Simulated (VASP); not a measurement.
# C (I4/mmm) in VASP: a series of runs

The runs below take C through single point, with r2SCAN.

Everything below comes from runs of VASP 6.6.1. Logs are shortened: lines on timing, memory, paths and dates and some standing lists are left out, and cuts for length are marked.

## (1) The cell of the first run

Symmetry: I4/mmm, No. 139, tetragonal system. Conventional cell: a = 4.785 Å, b = 4.785 Å, c = 4.931 Å, α = 90.00°, β = 90.00°, γ = 90.00°. Within 2.0 Å of C (site symmetry m) lie 4 C at 1.46 to 1.60 Å.

## (2) Single point, r2SCAN (strain -0.015 along x and y, +0.015 along z)

The input, POSCAR:

```
C
1.0
   -2.3926722501      2.3926722501      2.4655455167
    2.3926722501     -2.3926722501      2.4655455167
    2.3926722501      2.3926722501     -2.4655455167
C
8
Direct
    0.3254551632      0.0000000000      0.0000000000
    0.6745448368      0.6745448368      0.6745448368
    0.0000000000      0.3254551632      0.0000000000
    0.0000000000      0.0000000000      0.3254551632
    0.0000000000      0.6745448368      0.0000000000
    0.3254551632      0.3254551632      0.3254551632
    0.6745448368      0.0000000000      0.0000000000
    0.0000000000      0.0000000000      0.6745448368
```

The input, INCAR.step1:

```
SYSTEM = C
ALGO = Normal ; EDIFF = 1E-4
ENCUT = 520 ; GGA = PE
ISMEAR = 0 ; LASPH = .TRUE.
LCHARG = .FALSE. ; LREAL = .FALSE.
LWAVE = .TRUE. ; NBANDS = 26
NELM = 80 ; PREC = Accurate
SIGMA = 0.05
```

The input, INCAR.step2:

```
SYSTEM = C
ALGO = Normal ; EDIFF = 1E-6
ENCUT = 520 ; ISIF = 2
ISMEAR = 0 ; ISTART = 1
LASPH = .TRUE. ; LCHARG = .FALSE.
LMIXTAU = .TRUE. ; LREAL = .FALSE.
LWAVE = .FALSE. ; METAGGA = R2SCAN
NBANDS = 26 ; NELM = 80
PREC = Accurate ; SIGMA = 0.05
```

The input, KPOINTS:

```
k-points
0
G
  8 8 8
  0 0 0
```

Potentials or basis: VASP PAW PBE potentials, release 64 (C).

The run is started by

```
cat potpaw_PBE.64/C/POTCAR > POTCAR
cp INCAR.step1 INCAR
mpirun -np 1 vasp_std > vasp.out
cp INCAR.step2 INCAR
mpirun -np 1 vasp_std > vasp.out
```

OUTCAR:

```text
SYSTEM = C
   EDIFF = 1E-6
   ENCUT = 520
   ISIF = 2
   ISMEAR = 0
   ISTART = 1
   LASPH = .TRUE.
   LREAL = .FALSE.
   METAGGA = R2SCAN
   NELM = 80
   PREC = Accurate

 ion  position               nearest neighbor table
   1  0.325  0.000  0.000-   7 1.46   6 1.56   8 1.56   5 1.60
   2  0.675  0.675  0.675-   6 1.46   5 1.56   7 1.56   8 1.60
   3  0.000  0.325  0.000-   5 1.46   6 1.56   8 1.56   7 1.60
   4  0.000  0.000  0.325-   8 1.46   7 1.56   5 1.56   6 1.60
   5  0.000  0.675  0.000-   3 1.46   2 1.56   4 1.56   1 1.60
   6  0.325  0.325  0.325-   2 1.46   1 1.56   3 1.56   4 1.60
   7  0.675  0.000  0.000-   1 1.46   2 1.56   4 1.56   3 1.60
   8  0.000  0.000  0.675-   4 1.46   3 1.56   1 1.56   2 1.60

  LATTYP: Found a body centered tetragonal cell.
 ALAT       =     4.7853445002
 C/A-ratio  =     1.0304568528

  Lattice vectors:

 A1 = (  -2.3926722501,   2.3926722501,   2.4655455167)
 A2 = (   2.3926722501,  -2.3926722501,   2.4655455167)
 A3 = (   2.3926722501,   2.3926722501,  -2.4655455167)

Analysis of symmetry for initial positions (statically):
=====================================================================
 Subroutine PRICEL returns:
 Original cell was already a primitive cell.

 Routine SETGRP: Setting up the symmetry group for a
 body centered tetragonal supercell.

 Subroutine GETGRP returns: Found 16 space group operations
 (whereof 16 operations were pure point group operations)
 out of a pool of 16 trial point group operations.

The static configuration has the point symmetry D_4h.

Analysis of symmetry for dynamics (positions and initial velocities):
=====================================================================
 Subroutine PRICEL returns:
 Original cell was already a primitive cell.

 Routine SETGRP: Setting up the symmetry group for a
 body centered tetragonal supercell.

 Subroutine GETGRP returns: Found 16 space group operations
 (whereof 16 operations were pure point group operations)
 out of a pool of 16 trial point group operations.

The dynamic configuration has the point symmetry D_4h.

 Subroutine INISYM returns: Found 16 space group operations
 (whereof 16 operations are pure point group operations),
 and found     1 'primitive' translations

----------------------------------------------------------------------------------------

                                     Primitive cell

  volume of cell :      56.4598

  direct lattice vectors                    reciprocal lattice vectors
    -2.392672250  2.392672250  2.465545517     0.000000000  0.208971371  0.202794877
     2.392672250 -2.392672250  2.465545517     0.208971371  0.000000000  0.202794877
     2.392672250  2.392672250 -2.465545517     0.208971371  0.208971371  0.000000000

  length of vectors
     4.186726130  4.186726130  4.186726130     0.291195460  0.291195460  0.295530147

  position of ions in fractional coordinates (direct lattice)
     0.325455163  0.000000000  0.000000000
     0.674544837  0.674544837  0.674544837
     0.000000000  0.325455163  0.000000000
     0.000000000  0.000000000  0.325455163
     0.000000000  0.674544837  0.000000000
     0.325455163  0.325455163  0.325455163
     0.674544837  0.000000000  0.000000000
     0.000000000  0.000000000  0.674544837

  ion indices of the primitive-cell ions
   primitive index   ion index
                 1           1
                 2           2
                 3           3
                 4           4
                 5           5
                 6           6
                 7           7
                 8           8

----------------------------------------------------------------------------------------

 KPOINTS: k-points

Automatic generation of k-mesh.
 Grid dimensions read from file:
 generate k-points for:    8    8    8

 Generating k-lattice:

  Cartesian coordinates                     Fractional coordinates (reciprocal lattice)
     0.000000000  0.026121421  0.025349360     0.125000000  0.000000000  0.000000000
     0.026121421  0.000000000  0.025349360     0.000000000  0.125000000  0.000000000
     0.026121421  0.026121421  0.000000000     0.000000000  0.000000000  0.125000000

  Length of vectors
     0.036399433  0.036399433  0.036941268

  Shift w.r.t. Gamma in fractional coordinates (k-lattice)
     0.000000000  0.000000000  0.000000000

 Subroutine IBZKPT returns following result:
 ===========================================

 Found     59 irreducible k-points:

 Following reciprocal coordinates:
            Coordinates               Weight
  0.000000  0.000000  0.000000      1.000000
  0.125000  0.000000 -0.000000      8.000000
  0.250000  0.000000 -0.000000      8.000000
  0.375000  0.000000 -0.000000      8.000000
  0.500000  0.000000 -0.000000      4.000000
  0.125000  0.125000 -0.000000      8.000000
[... 16 lines left out ...]
  0.250000  0.125000  0.125000     16.000000
  0.375000  0.125000  0.125000      8.000000
 [... further k-points ...]
   k-points           NKPTS =     59   k-points in BZ     NKDIM =     59   number of bands    NBANDS=     26
   number of dos      NEDOS =    301   number of ions     NIONS =      8
   total plane-waves  NPLWV =  32768
   dimension x,y,z NGX =    32 NGY =   32 NGZ =   32
   dimension x,y,z NGXF=    64 NGYF=   64 NGZF=   64
   ions per type =               8
   NGX,Y,Z   is equivalent  to a cutoff of  12.71, 12.71, 12.71 a.u.
   NGXF,Y,Z  is equivalent  to a cutoff of  25.41, 25.41, 25.41 a.u.
 SYSTEM =  C
   PREC   = accura    normal or accurate (medium, high low for compatibility)
   ISTART =      1    job   : 0-new  1-cont  2-samecut
   ICHARG =      0    charge: 1-file 2-atom 10-const
   ISPIN  =      1    spin polarized calculation?
   LNONCOLLINEAR =      F non collinear calculations
   LSORBIT =      F    spin-orbit coupling
   LASPH  =      T    aspherical Exc in radial PAW
   ENCUT  =  520.0 eV  38.22 Ry    6.18 a.u.   7.78  7.78  7.78*2*pi/ulx,y,z
   NELM   =     80;   NELMIN=  2; NELMDL=  0     # of ELM steps
   EDIFF  = 0.1E-05   stopping-criterion for ELM
   LREAL  =      F    real-space projection
   EDIFFG = 0.1E-04   stopping-criterion for IOM
   NSW    =      0    number of steps for IOM
   IBRION =     -1    ionic relax: 0-MD 1-quasi-New 2-CG
   NFREE  =      0    steps in history (QN), initial steepest desc. (CG)
   ISIF   =      2    stress and relaxation
   ISYM   =      2    0-nonsym 1-usesym 2-fastsym
   POTIM  = 0.5000    time-step for ionic-motion
   TEBEG  =    0.0;   TEEND  =   0.0 temperature during run
   PSTRESS=    0.0 pullay stress
   NELECT =      32.0000    total number of electrons
   NUPDOWN=      -1.0000    fix difference up-down
   EMIN   =  10.00;   EMAX   =-10.00  energy-range for DOS
   EFERMI =   0.00;   METHOD = LEGACY
   ISMEAR =     0;   SIGMA  =   0.05  broadening in eV -4-tet -1-fermi 0-gaus
   EFERMI_NEDOS =   21; number of points for ismear=-14 and -15
   IALGO  =     38    algorithm
   IMIX   =      4    mixing-type and parameters
     AMIX     =   0.40;   BMIX     =  1.00
     AMIX_MAG =   1.60;   BMIX_MAG =  1.00
  volume/ion in A,a.u.               =       7.06        47.63
  Fermi-wavevector in a.u.,A,eV,Ry     =   1.354810  2.560219 24.973626  1.835510
  Thomas-Fermi vector in A             =   2.481950
   LORBIT       =      0    0 simple, 1 ext, 2 COOP (PROOUT), +10 PAW based schemes
   METAGGA = R2SCAN    functional components
   LHFCALC =     F    Hartree Fock is set to
   AEXX    =    0.0000 exact exchange contribution
   IVDW    =     0    specifies the selected vdW correction
   LEPSILON=     F    determine dielectric tensor
   LRPA    =     F    only Hartree local field effects (RPA)
 non-spin polarized calculation
 Gauss-broadening in eV      SIGMA  =   0.05
  energy-cutoff  :      520.00
  volume of cell :       56.46
 maximum number of plane-waves:      1544
   NGX = 15   NGY = 15   NGZ = 15

 number of electron      32.0000003 magnetization

 Free energy of the ion-electron system (eV)
  ---------------------------------------------------
  ext. energy  EPLUGINS =         0.00000000
  ---------------------------------------------------
  free energy    TOTEN  =       -72.92945351 eV

  energy without entropy =      -72.92945351  energy(sigma->0) =      -72.92945351

 E-fermi :   7.1354     XC(G=0): -12.5349

 val. band max:        6.9095503594   @ k =   0.5000   0.5000   0.5000
 cond. band min:       9.7333900129   @ k =  -0.1250  -0.1250   0.1250
 fundamental gap:      2.8238396536
 Fermi energy:         7.1353516476

 k-point     1 :       0.0000    0.0000    0.0000
  band No.  band energies     occupation
      1     -15.4862      2.00000
      2      -7.3100      2.00000
      3      -6.7012      2.00000
      4      -6.7012      2.00000
      5      -6.1189      2.00000
      6      -6.1189      2.00000
[... 18 lines left out ...]
     25      18.5715      0.00000
     26      19.0268      0.00000

 k-point     2 :       0.1250    0.0000   -0.0000
  band No.  band energies     occupation
      1     -15.3816      2.00000
      2      -8.1354      2.00000
      3      -7.3660      2.00000
      4      -6.9271      2.00000
      5      -6.0158      2.00000
      6      -5.8712      2.00000
[... 18 lines left out ...]
     25      18.4952      0.00000
     26      18.8487      0.00000

 k-point     3 :       0.2500    0.0000   -0.0000
  band No.  band energies     occupation
      1     -15.0943      2.00000
      2      -9.4353      2.00000
      3      -8.0458      2.00000
      4      -6.8663      2.00000
      5      -6.1974      2.00000
      6      -5.9066      2.00000
[... 572 lines left out ...]
 k-point    23 :       0.2500    0.1250    0.1250
  band No.  band energies     occupation
      1     -14.6299      2.00000
      2     -10.3377      2.00000
      3      -8.8928      2.00000
      4      -8.2961      2.00000
      5      -5.1052      2.00000
      6      -4.7106      2.00000
[... 18 lines left out ...]
     25      19.1881      0.00000
     26      19.2724      0.00000

 k-point    24 :       0.3750    0.1250    0.1250
  band No.  band energies     occupation
      1     -14.4829      2.00000
      2     -10.5798      2.00000
      3      -9.1658      2.00000
      4      -8.3424      2.00000
      5      -5.1155      2.00000
      6      -4.6671      2.00000
[... 18 lines left out ...]
     25      19.2430      0.00000
     26      19.4760      0.00000

 [... further k-points ...]

------------------------ aborting loop because EDIFF is reached ----------------------------------------

  FORCE on cell =-STRESS in cart. coord.  units (eV):
  Direction    XX          YY          ZZ          XY          YZ          ZX
  --------------------------------------------------------------------------------------
  -------------------------------------------------------------------------------------
  Total        4.3027206      4.3027206     -1.8506430      0.0000000     -0.0000000      0.0000000
  in kB      122.0996116    122.0996116    -52.5162607      0.0000000     -0.0000000      0.0000000
  external PRESSURE =      63.8943208 kB  Pullay stress =       0.0000000 kB

 VOLUME and BASIS-vectors are now :
 -----------------------------------------------------------------------------
  energy-cutoff  :      520.00
  volume of cell :       56.46
      direct lattice vectors                 reciprocal lattice vectors
    -2.392672250  2.392672250  2.465545517     0.000000000  0.208971371  0.202794877
     2.392672250 -2.392672250  2.465545517     0.208971371  0.000000000  0.202794877
     2.392672250  2.392672250 -2.465545517     0.208971371  0.208971371  0.000000000

 POSITION                                       TOTAL-FORCE (eV/Angst)
 -----------------------------------------------------------------------------------
     -0.77871      0.77871      0.80242        -0.351944      0.351944     -0.381723
      1.61396      1.61396      1.66312        -0.351944     -0.351944      0.381723
      0.77871     -0.77871      0.80242         0.351944     -0.351944     -0.381723
      0.77871      0.77871     -0.80242         0.351944      0.351944      0.381723
      1.61396     -1.61396      1.66312        -0.351944      0.351944      0.381723
      0.77871      0.77871      0.80242         0.351944      0.351944     -0.381723
     -1.61396      1.61396      1.66312         0.351944     -0.351944      0.381723
      1.61396      1.61396     -1.66312        -0.351944     -0.351944     -0.381723
 -----------------------------------------------------------------------------------
    total drift:                               -0.000000     -0.000000      0.000000

  FREE ENERGIE OF THE ION-ELECTRON SYSTEM (eV)
  ---------------------------------------------------
  free  energy   TOTEN  =       -72.9294535144 eV

  energy  without entropy=      -72.9294535144  energy(sigma->0) =      -72.92945351
```

Wall time 2.3 min (1 thread of Intel Xeon Platinum 8488C (Sapphire Rapids), shared host); peak memory 0.21 GiB.

What came out:

```yaml
Free_energy: -72.9295 eV
Pressure: 6.4 GPa
Largest_force: 0.627 eV/Å
Band_gap_on_the_k_mesh: 2.82 eV (least direct gap 3.45 eV)
```

Forces on the atoms (eV/Å):
```
C   -0.352  0.352 -0.382
C   -0.352 -0.352  0.382
C    0.352 -0.352 -0.382
C    0.352  0.352  0.382
C   -0.352  0.352  0.382
C    0.352  0.352 -0.382
C    0.352 -0.352  0.382
C   -0.352 -0.352 -0.382
```

Caveat: the cell differs from its parent crystal (strain -0.015 along x and y, +0.015 along z); the stress differs along the axes, from -5 to 12 GPa; the PAW data sets were made with another functional, which shifts forces and pressure a little. A k mesh can miss the band edges.

## (3) Single point, r2SCAN (strain +0.000 along x and y, +0.015 along z)

POSCAR: that of step 2 with these lines changed.

```diff
@@ -2,5 +2,5 @@
 1.0
-   -2.3926722501      2.3926722501      2.4655455167
-    2.3926722501     -2.3926722501      2.4655455167
-    2.3926722501      2.3926722501     -2.4655455167
+   -2.4291088834      2.4291088834      2.4655455167
+    2.4291088834     -2.4291088834      2.4655455167
+    2.4291088834      2.4291088834     -2.4655455167
 C
```

The input, INCAR.step1:

```
  ALGO = Normal
  EDIFF = 1E-4
  ENCUT = 520
  GGA = PE
  ISMEAR = 0
  LASPH = True
  LCHARG = False
  LREAL = False
  LWAVE = True
  NBANDS = 26
  NELM = 80
  PREC = Accurate
  SIGMA = 0.05
```

The input, INCAR.step2:

```
  ALGO = Normal
  EDIFF = 1E-6
  ENCUT = 520
  ISIF = 2
  ISMEAR = 0
  ISTART = 1
  LASPH = True
  LCHARG = False
  LMIXTAU = True
  LREAL = False
  LWAVE = False
  METAGGA = R2SCAN
  NBANDS = 26
  NELM = 80
  PREC = Accurate
  SIGMA = 0.05
```

The input, KPOINTS:

```
k-points
0
Gamma
  8 8 8
```

Potentials or basis: VASP PAW PBE potentials, release 64 (C).

The run is started by

```
cat potpaw_PBE.64/C/POTCAR > POTCAR
cp INCAR.step1 INCAR
mpirun -np 1 vasp_std > vasp.out
cp INCAR.step2 INCAR
mpirun -np 1 vasp_std > vasp.out
```

It took 2.4 min on 1 thread of Intel Xeon Platinum 8488C (Sapphire Rapids), shared host; peak memory 0.21 GiB.

It converged, with:

```yaml
Free_energy: -72.9897 eV
Pressure: -3.9 GPa
Largest_force: 0.274 eV/Å
Band_gap_on_the_k_mesh: 3.05 eV (least direct gap 3.95 eV)
```

Forces in eV/Å, atoms in the order of the input:
```
C   -0.103  0.103 -0.232
C   -0.103 -0.103  0.232
C    0.103 -0.103 -0.232
C    0.103  0.103  0.232
C   -0.103  0.103  0.232
C    0.103  0.103 -0.232
C    0.103 -0.103  0.232
C   -0.103 -0.103 -0.232
```

Stress tensor (GPa, compression positive):
```
-1.16  0.00  0.00
 0.00 -1.16  0.00
 0.00  0.00 -9.27
```

Levels at points of the mesh, in eV from the valence-band top:
```csv
k point,band 13,band 14,band 15,band 16,band 17,band 18,band 19,band 20
"(0.00, 0.00, 0.00)",-5.41,-0.49,-0.49,-0.27,3.68,4.30,4.30,8.37
"(0.50, 0.00, 0.00)",-3.52,-3.17,-2.51,-2.24,4.02,5.75,6.07,6.69
"(0.50, 0.50, 0.00)",-3.34,-3.34,-2.34,-2.32,4.12,5.21,6.21,6.24
"(0.50, 0.50, 0.50)",-6.42,-0.20,0.00,0.00,4.04,5.93,5.93,6.29
```

Caveat: the cell differs from its parent crystal (strain +0.000 along x and y, +0.015 along z); the stress differs along the axes, from -9 to -1 GPa; the PAW data sets were made with another functional, which shifts forces and pressure a little. A k mesh can miss the band edges.

## (4) Single point, r2SCAN (strain +0.015 along x and y, -0.015 along z)

POSCAR: that of step 3 with these lines changed.

```diff
@@ -2,5 +2,5 @@
 1.0
-   -2.4291088834      2.4291088834      2.4655455167
-    2.4291088834     -2.4291088834      2.4655455167
-    2.4291088834      2.4291088834     -2.4655455167
+   -2.4655455167      2.4655455167      2.3926722501
+    2.4655455167     -2.4655455167      2.3926722501
+    2.4655455167      2.4655455167     -2.3926722501
 C
```

The input, INCAR.step1:

```
ALGO     = Normal         # electronic algorithm
EDIFF    = 1E-4           # SCF threshold, eV
ENCUT    = 520            # plane-wave cutoff, eV
GGA      = PE             # functional
ISMEAR   = 0              # smearing method
LASPH    = T              # aspherical terms in the spheres
LCHARG   = F              # write CHGCAR
LREAL    = F              # projectors in reciprocal space
LWAVE    = T              # write WAVECAR
NBANDS   = 26             # bands
NELM     = 80             # most SCF steps
PREC     = Accurate       # precision mode
SIGMA    = 0.05           # smearing width, eV
```

The input, INCAR.step2:

```
ALGO     = Normal         # electronic algorithm
EDIFF    = 1E-7           # SCF threshold, eV
ENCUT    = 520            # plane-wave cutoff, eV
ISIF     = 2              # what is computed and relaxed
ISMEAR   = 0              # smearing method
ISTART   = 1            
LASPH    = T              # aspherical terms in the spheres
LCHARG   = F              # write CHGCAR
LMIXTAU  = T            
LREAL    = F              # projectors in reciprocal space
LWAVE    = F              # write WAVECAR
METAGGA  = R2SCAN         # meta-GGA
NBANDS   = 26             # bands
NELM     = 80             # most SCF steps
PREC     = Accurate       # precision mode
SIGMA    = 0.05           # smearing width, eV
```

KPOINTS is that of step 3.

The run is started by

```
cat potpaw_PBE.64/C/POTCAR > POTCAR
cp INCAR.step1 INCAR
mpirun -np 1 vasp_std > vasp.out
cp INCAR.step2 INCAR
mpirun -np 1 vasp_std > vasp.out
```

Run time: 2.9 min. Hardware: 1 thread of Intel Xeon Platinum 8488C (Sapphire Rapids), shared host; peak memory 0.21 GiB.

Results (log left out):

```
Free energy            : -72.9429 eV
Pressure               : -3.6 GPa
Largest force          : 0.597 eV/Å
Band gap on the k mesh : 2.81 eV (least direct gap 3.80 eV)
```

Forces in eV/Å, atoms in the order of the input:
```
C    0.228 -0.228  0.502
C    0.228  0.228 -0.502
C   -0.228  0.228  0.502
C   -0.228 -0.228 -0.502
C    0.228 -0.228 -0.502
C   -0.228 -0.228  0.502
C   -0.228  0.228 -0.502
C    0.228  0.228  0.502
```

Stress tensor (GPa, compression positive):
```
-9.31  0.00  0.00
 0.00 -9.31  0.00
 0.00  0.00  7.92
```

Levels at points of the mesh, in eV from the valence-band top:
```
           k point  band 13  band 14  band 15  band 16  band 17  band 18  band 19  band 20
(0.00, 0.00, 0.00)    -5.60    -0.93    -0.47    -0.47     3.47     3.47     4.75     8.10
(0.50, 0.00, 0.00)    -3.54    -3.54    -2.54    -2.52     3.90     5.01     6.00     6.06
(0.50, 0.50, 0.00)    -3.92    -3.20    -2.89    -2.36     3.71     5.69     6.09     6.95
(0.50, 0.50, 0.50)    -6.63    -0.41    -0.41     0.00     3.82     5.39     6.04     6.04
```

Caveat: the cell differs from its parent crystal (strain +0.015 along x and y, -0.015 along z); the stress differs along the axes, from -9 to 8 GPa; the PAW data sets were made with another functional, which shifts forces and pressure a little. A k mesh can miss the band edges.

[end of part 1 of 2]
